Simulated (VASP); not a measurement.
# InO in VASP: a series of runs, part 2 of 2

VASP 6.6.1.

## (3) Single point, PBE (strain -0.050 along x and y, +0.025 along z)

File INCAR:

```
ALGO     = Normal         # electronic algorithm
EDIFF    = 1E-6           # SCF threshold, eV
ENCUT    = 520            # plane-wave cutoff, eV
GGA      = PE             # functional
ISIF     = 2              # what is computed and relaxed
ISMEAR   = 0              # smearing method
LASPH    = True           # aspherical terms in the spheres
LCHARG   = True           # write CHGCAR
LELF     = True           # ELF
LREAL    = False          # projectors in reciprocal space
LVHAR    = True         
LWAVE    = False          # write WAVECAR
NBANDS   = 27             # bands
NELM     = 60             # most SCF steps
PREC     = Accurate       # precision mode
SIGMA    = 0.03           # smearing width, eV
```

File KPOINTS:

```
k-points
0
Gamma
  12 12 2
```

File POSCAR:

```
InO
1.0
    3.2809331112      0.0000000000      0.0000000000
   -1.6404665556      2.8413714224      0.0000000000
    0.0000000000      0.0000000000     16.2740275000
In O
2 2
Direct
    0.6666666667      0.3333333333      0.5900210000
    0.6666666667      0.3333333333      0.4099790000
    0.0000000000      0.0000000000      0.6398670000
    0.0000000000      0.0000000000      0.3601330000
```

Potentials or basis: VASP PAW PBE potentials, release 64 (In_d, O).

Launch:

```
$ cat potpaw_PBE.64/In_d/POTCAR potpaw_PBE.64/O/POTCAR > POTCAR
$ mpirun -np 1 vasp_std > vasp.out
```

OUTCAR:

```text
EDIFF = 1E-6
   ENCUT = 520
   GGA = PE
   ISIF = 2
   ISMEAR = 0
   LASPH = True
   LREAL = False
   NELM = 60
   PREC = Accurate

 ion  position               nearest neighbor table
   1  0.667  0.333  0.590-   3 2.06   3 2.06   3 2.06   2 2.93
   2  0.667  0.333  0.410-   4 2.06   4 2.06   4 2.06   1 2.93
   3  0.000  0.000  0.640-   1 2.06   1 2.06   1 2.06
   4  0.000  0.000  0.360-   2 2.06   2 2.06   2 2.06

  LATTYP: Found a hexagonal cell.
 ALAT       =     3.2809331112
 C/A-ratio  =     4.9601826518

  Lattice vectors:

 A1 = (   3.2809331112,   0.0000000000,   0.0000000000)
 A2 = (  -1.6404665556,   2.8413714224,   0.0000000000)
 A3 = (   0.0000000000,   0.0000000000,  16.2740275000)

Analysis of symmetry for initial positions (statically):
=====================================================================
 Subroutine PRICEL returns:
 Original cell was already a primitive cell.

 Routine SETGRP: Setting up the symmetry group for a
 hexagonal supercell.

[... 167 lines left out ...]

  energy without entropy =      -19.06939192  energy(sigma->0) =      -19.06939209

 E-fermi :  -0.8528     XC(G=0):  -5.0210

 val. band max:       -0.9334355822   @ k =   0.3333   0.3333   0.0000
 cond. band min:      -0.7759627567   @ k =   0.0000   0.0000   0.5000
 fundamental gap:      0.1574728255
 Fermi energy:        -0.8528328128

 k-point     1 :       0.0000    0.0000    0.0000
  band No.  band energies     occupation
      1     -19.6790      2.00000
      2     -19.6609      2.00000
      3     -14.9329      2.00000
      4     -14.9329      2.00000
      5     -14.9002      2.00000
      6     -14.9002      2.00000
[... 709 lines left out ...]
     26       7.8761      0.00000
     27       8.1678      0.00000

 [... further k-points ...]

------------------------ aborting loop because EDIFF is reached ----------------------------------------

  FORCE on cell =-STRESS in cart. coord.  units (eV):
  Direction    XX          YY          ZZ          XY          YZ          ZX
  --------------------------------------------------------------------------------------
  -------------------------------------------------------------------------------------
  Total        7.3009150      7.3009150      0.5052248      0.0000000     -0.0000000      0.0000000
  in kB       77.1023200     77.1023200      5.3354963      0.0000000     -0.0000000      0.0000000
  external PRESSURE =      53.1800454 kB  Pullay stress =       0.0000000 kB

 VOLUME and BASIS-vectors are now :
 -----------------------------------------------------------------------------
  energy-cutoff  :      520.00
  volume of cell :      151.71
      direct lattice vectors                 reciprocal lattice vectors
     3.280933111  0.000000000  0.000000000     0.304791340  0.175971362  0.000000000
    -1.640466556  2.841371422  0.000000000     0.000000000  0.351942725  0.000000000
     0.000000000  0.000000000 16.274027500     0.000000000  0.000000000  0.061447604

 POSITION                                       TOTAL-FORCE (eV/Angst)
 -----------------------------------------------------------------------------------
      1.64047      0.94712      9.60202         0.000000      0.000000     -1.269873
      1.64047      0.94712      6.67201         0.000000     -0.000000      1.269873
      0.00000      0.00000     10.41321        -0.000000     -0.000000      0.941486
      0.00000      0.00000      5.86081        -0.000000      0.000000     -0.941486
 -----------------------------------------------------------------------------------
    total drift:                               -0.000001      0.000001      0.000000

  FREE ENERGIE OF THE ION-ELECTRON SYSTEM (eV)
  ---------------------------------------------------
  free  energy   TOTEN  =       -19.0693922545 eV

  energy  without entropy=      -19.0693919173  energy(sigma->0) =      -19.06939209
```

OSZICAR:

```text
N       E                     dE             d eps       ncg     rms          rms(c)
DAV:   1     0.407889179722E+03    0.40789E+03   -0.18254E+04  2052   0.146E+03
DAV:   2     0.410798342384E+02   -0.36681E+03   -0.35259E+03  2240   0.389E+02
DAV:   3    -0.201548830121E+02   -0.61235E+02   -0.60276E+02  2533   0.176E+02
[... 13 lines left out ...]
DAV:  17    -0.190693214110E+02   -0.44053E-04   -0.68298E-06  2282   0.241E-02    0.882E-03
DAV:  18    -0.190693828015E+02   -0.61390E-04   -0.43435E-06  2130   0.925E-03    0.228E-03
DAV:  19    -0.190693890201E+02   -0.62186E-05   -0.23029E-07  1824   0.340E-03    0.921E-04
DAV:  20    -0.190693916770E+02   -0.26569E-05   -0.76261E-08  1646   0.218E-03    0.558E-04
DAV:  21    -0.190693922545E+02   -0.57745E-06   -0.45897E-08  1764   0.143E-03
   1 F= -.19069392E+02 E0= -.19069392E+02  d E =-.337167E-06
```

It took 2.2 min on 1 thread of AMD EPYC 9R14 (Zen 4), shared host; peak memory 0.28 GiB.

What came out:

```
Free energy            : -19.0694 eV
Largest force          : 1.270 eV/Å
Band gap on the k mesh : 0.16 eV (least direct gap 1.45 eV)
```

Forces in eV/Å, atoms in the order of the input:
```
In   0.000  0.000 -1.270
In   0.000  0.000  1.270
O    0.000  0.000  0.941
O    0.000  0.000 -0.941
```

Caveat: the cell differs from its parent crystal (strain -0.050 along x and y, +0.025 along z); spin-orbit coupling is left out, which moves the levels of the heavy elements.

## (4) Single point, PBE (strain -0.025 along x and y, -0.025 along z)

File INCAR:

```
SYSTEM = InO
PREC     = Accurate       ! precision mode
ENCUT    = 520            ! plane-wave cutoff, eV
EDIFF    = 1E-6           ! SCF threshold, eV
ISMEAR   = 0              ! smearing method
SIGMA    = 0.03           ! smearing width, eV
LREAL    = .FALSE.        ! projectors in reciprocal space
LASPH    = .TRUE.         ! aspherical terms in the spheres
NELM     = 80             ! most SCF steps
ALGO     = Normal         ! electronic algorithm
ISIF     = 2              ! what is computed and relaxed
LWAVE    = .FALSE.        ! write WAVECAR
LCHARG   = .TRUE.         ! write CHGCAR
GGA      = PE             ! functional
LELF     = .TRUE.         ! ELF
LVHAR    = .TRUE.       
NBANDS   = 27             ! bands
```

File KPOINTS:

```
regular mesh
0
G
  12 12 2
  0 0 0
```

File POSCAR:

```
InO
1.0
    3.3672734563      0.0000000000      0.0000000000
   -1.6836367282      2.9161443546      0.0000000000
    0.0000000000      0.0000000000     15.4801725000
In O
2 2
Direct
    0.6666666667      0.3333333333      0.5900210000
    0.6666666667      0.3333333333      0.4099790000
    0.0000000000      0.0000000000      0.6398670000
    0.0000000000      0.0000000000      0.3601330000
```

Launch:

```
$ cat potpaw_PBE.64/In_d/POTCAR potpaw_PBE.64/O/POTCAR > POTCAR
$ mpirun -np 1 vasp_std > vasp.out
```

Run time: 3.1 min. Hardware: 1 thread of AMD EPYC 9R14 (Zen 4), shared host; peak memory 0.33 GiB.

Results (log left out):

* Free energy: -19.3004 eV
* Largest force: 0.681 eV/Å
* Band gap on the k mesh: 0.44 eV (least direct gap 1.34 eV)

Forces in eV/Å, atoms in the order of the input:
```
In   0.000  0.000 -0.318
In   0.000  0.000  0.318
O    0.000  0.000  0.681
O    0.000  0.000 -0.681
```

Levels at points of the mesh, in eV from the valence-band top:
```
           k point  band 16  band 17  band 18  band 19  band 20  band 21  band 22  band 23
(0.00, 0.00, 0.00)    -1.86    -1.82    -1.82    -0.90     0.44     3.42     5.98     6.10
(0.50, 0.00, 0.00)    -2.87    -2.75    -2.22    -0.29     2.29     4.59     5.59     7.19
(0.00, 0.00, 0.50)    -1.86    -1.82    -1.82    -0.90     0.44     3.42     5.77     6.49
(0.50, 0.00, 0.50)    -2.87    -2.75    -2.22    -0.29     2.29     4.59     5.59     7.19
```

Caveat: the cell differs from its parent crystal (strain -0.025 along x and y, -0.025 along z); spin-orbit coupling is left out, which moves the levels of the heavy elements.

## (5) Single point, PBE (strain -0.050 along x and y, +0.050 along z)

File INCAR:

```
SYSTEM = InO
ALGO = Normal
EDIFF = 1E-6
ENCUT = 520
GGA = PE
ISIF = 2
ISMEAR = 0
LASPH = .True.
LCHARG = .False.
LREAL = .False.
LWAVE = .False.
NBANDS = 27
NELM = 80
PREC = Accurate
SIGMA = 0.03
```

File KPOINTS:

```
k-points
0
Gamma
  12 12 2
  0 0 0
```

File POSCAR:

```
InO
1.0
    3.2809331112      0.0000000000      0.0000000000
   -1.6404665556      2.8413714224      0.0000000000
    0.0000000000      0.0000000000     16.6709550000
In O
2 2
Direct
    0.6666666667      0.3333333333      0.5900210000
    0.6666666667      0.3333333333      0.4099790000
    0.0000000000      0.0000000000      0.6398670000
    0.0000000000      0.0000000000      0.3601330000
```

Potentials or basis: VASP PAW PBE potentials, release 64 (In_d, O).

Launch:

```
$ cat potpaw_PBE.64/In_d/POTCAR potpaw_PBE.64/O/POTCAR > POTCAR
$ mpirun -np 1 vasp_std > vasp.out
```

OUTCAR:

```text
SYSTEM = InO
   EDIFF = 1E-6
   ENCUT = 520
   GGA = PE
   ISIF = 2
   ISMEAR = 0
   LASPH = .True.
   LREAL = .False.
   NELM = 80
   PREC = Accurate

 ion  position               nearest neighbor table
   1  0.667  0.333  0.590-   3 2.07   3 2.07   3 2.07   2 3.00
   2  0.667  0.333  0.410-   4 2.07   4 2.07   4 2.07   1 3.00
   3  0.000  0.000  0.640-   1 2.07   1 2.07   1 2.07
   4  0.000  0.000  0.360-   2 2.07   2 2.07   2 2.07

  LATTYP: Found a hexagonal cell.
[... 919 lines left out ...]
  Direction    XX          YY          ZZ          XY          YZ          ZX
  --------------------------------------------------------------------------------------
  -------------------------------------------------------------------------------------
  Total        6.7897133      6.7897133     -0.5221876      0.0000000     -0.0000000      0.0000000
  in kB       69.9964730     69.9964730     -5.3833329      0.0000000     -0.0000000      0.0000000
  external PRESSURE =      44.8698710 kB  Pullay stress =       0.0000000 kB

 VOLUME and BASIS-vectors are now :
 -----------------------------------------------------------------------------
  energy-cutoff  :      520.00
  volume of cell :      155.41
      direct lattice vectors                 reciprocal lattice vectors
     3.280933111  0.000000000  0.000000000     0.304791340  0.175971362  0.000000000
    -1.640466556  2.841371422  0.000000000     0.000000000  0.351942725  0.000000000
     0.000000000  0.000000000 16.670955000     0.000000000  0.000000000  0.059984566

 POSITION                                       TOTAL-FORCE (eV/Angst)
 -----------------------------------------------------------------------------------
      1.64047      0.94712      9.83621         0.000000     -0.000000     -1.290127
      1.64047      0.94712      6.83474         0.000000     -0.000000      1.290127
      0.00000      0.00000     10.66719        -0.000000      0.000000      0.732852
      0.00000      0.00000      6.00376        -0.000000      0.000000     -0.732852
 -----------------------------------------------------------------------------------
    total drift:                               -0.000001      0.000000      0.000000

  FREE ENERGIE OF THE ION-ELECTRON SYSTEM (eV)
  ---------------------------------------------------
  free  energy   TOTEN  =       -19.0703847821 eV

  energy  without entropy=      -19.0701340312  energy(sigma->0) =      -19.07025941
```

Wall time 2.1 min (1 thread of AMD EPYC 9R14 (Zen 4), shared host); peak memory 0.28 GiB.

Results:

```yaml
Free_energy: -19.0704 eV
Largest_force: 1.290 eV/Å
Band_gap_on_the_k_mesh: 0.03 eV (least direct gap 1.39 eV)
```

Forces in eV/Å, atoms in the order of the input:
```
In   0.000  0.000 -1.290
In   0.000  0.000  1.290
O    0.000  0.000  0.733
O    0.000  0.000 -0.733
```

Levels at points of the mesh, in eV from the valence-band top:
| k point | band 16 | band 17 | band 18 | band 19 | band 20 | band 21 | band 22 | band 23 |
| --- | --- | --- | --- | --- | --- | --- | --- | --- |
| (0.00, 0.00, 0.00) | -2.16 | -2.14 | -2.14 | -1.36 | 0.03 | 3.09 | 5.73 | 5.82 |
| (0.50, 0.00, 0.00) | -3.15 | -3.08 | -2.82 | -0.50 | 2.00 | 4.07 | 4.70 | 7.28 |
| (0.00, 0.00, 0.50) | -2.16 | -2.14 | -2.14 | -1.36 | 0.03 | 3.09 | 5.55 | 6.21 |
| (0.50, 0.00, 0.50) | -3.15 | -3.08 | -2.82 | -0.50 | 2.00 | 4.07 | 4.70 | 7.28 |

Caveat: the cell differs from its parent crystal (strain -0.050 along x and y, +0.050 along z); spin-orbit coupling is left out, which moves the levels of the heavy elements.

## (6) Single point, PBE (strain +0.000 along x and y, +0.025 along z)

File INCAR:

```
SYSTEM = InO
PREC = Accurate ; ENCUT = 520
EDIFF = 1E-6 ; ISMEAR = 0
SIGMA = 0.03 ; LREAL = .False.
LASPH = .True. ; NELM = 100
ALGO = Normal ; ISIF = 2
LWAVE = .False. ; LCHARG = .False.
GGA = PE ; NBANDS = 27
```

File KPOINTS:

```
regular mesh
0
Gamma
  12 12 2
  0 0 0
```

File POSCAR:

```
InO
1.0
    3.4536138013      0.0000000000      0.0000000000
   -1.7268069007      2.9909172868      0.0000000000
    0.0000000000      0.0000000000     16.2740275000
In O
2 2
Direct
    0.6666666667      0.3333333333      0.5900210000
    0.6666666667      0.3333333333      0.4099790000
    0.0000000000      0.0000000000      0.6398670000
    0.0000000000      0.0000000000      0.3601330000
```

Potentials or basis: VASP PAW PBE potentials, release 64 (In_d, O).

Launch:

```
$ cat potpaw_PBE.64/In_d/POTCAR potpaw_PBE.64/O/POTCAR > POTCAR
$ mpirun -np 1 vasp_std > vasp.out
```

Run time: 6.9 min. Hardware: 1 thread of Intel Xeon 8259CL, shared host; peak memory 0.39 GiB.

The run converged. Its results:

| Item | Value |
| --- | --- |
| Free energy | -19.4092 eV |
| Largest force | 0.175 eV/Å |
| Band gap on the k mesh | 0.27 eV (least direct gap 1.05 eV) |

Forces in eV/Å, atoms in the order of the input:
```
In   0.000  0.000 -0.120
In   0.000  0.000  0.120
O    0.000  0.000 -0.175
O    0.000  0.000  0.175
```

Levels at points of the mesh, in eV from the valence-band top:
```tsv
k point	band 17	band 18	band 19	band 20	band 21	band 22
(0.00, 0.00, 0.00)	-1.71	-1.71	-0.78	0.27	3.16	6.10
(0.50, 0.00, 0.00)	-2.51	-2.03	-0.26	2.25	3.92	5.12
(0.00, 0.00, 0.50)	-1.71	-1.71	-0.78	0.27	3.16	5.90
(0.50, 0.00, 0.50)	-2.51	-2.03	-0.26	2.25	3.92	5.12
```

Caveat: the cell differs from its parent crystal (strain +0.000 along x and y, +0.025 along z); spin-orbit coupling is left out, which moves the levels of the heavy elements.

## (7) Summary

| cell | gap on the mesh (eV) | largest force (eV/Å) |
| --- | --- | --- |
| a = 3.367, b = 3.367, c = 15.083 Å, angles 90.0, 90.0, 120.0°, 4 atoms | 0.54 | 0.88 |
| a = 3.281, b = 3.281, c = 16.274 Å, angles 90.0, 90.0, 120.0°, 4 atoms | 0.16 | 1.27 |
| a = 3.367, b = 3.367, c = 15.480 Å, angles 90.0, 90.0, 120.0°, 4 atoms | 0.44 | 0.68 |
| a = 3.281, b = 3.281, c = 16.671 Å, angles 90.0, 90.0, 120.0°, 4 atoms | 0.03 | 1.29 |
| a = 3.454, b = 3.454, c = 16.274 Å, angles 90.0, 90.0, 120.0°, 4 atoms | 0.27 | 0.18 |

Alike in all rows: task single point; level PBE; potentials or basis VASP PAW PBE potentials, release 64 (In_d, O); no spin polarisation; k mesh 12 × 12 × 2; cutoff (eV) 520; smearing gaussian 0.03 eV.

Caveats: spin-orbit coupling is left out, which moves the levels of the heavy elements.

Absolute energies hang on the potentials; compare differences alone.
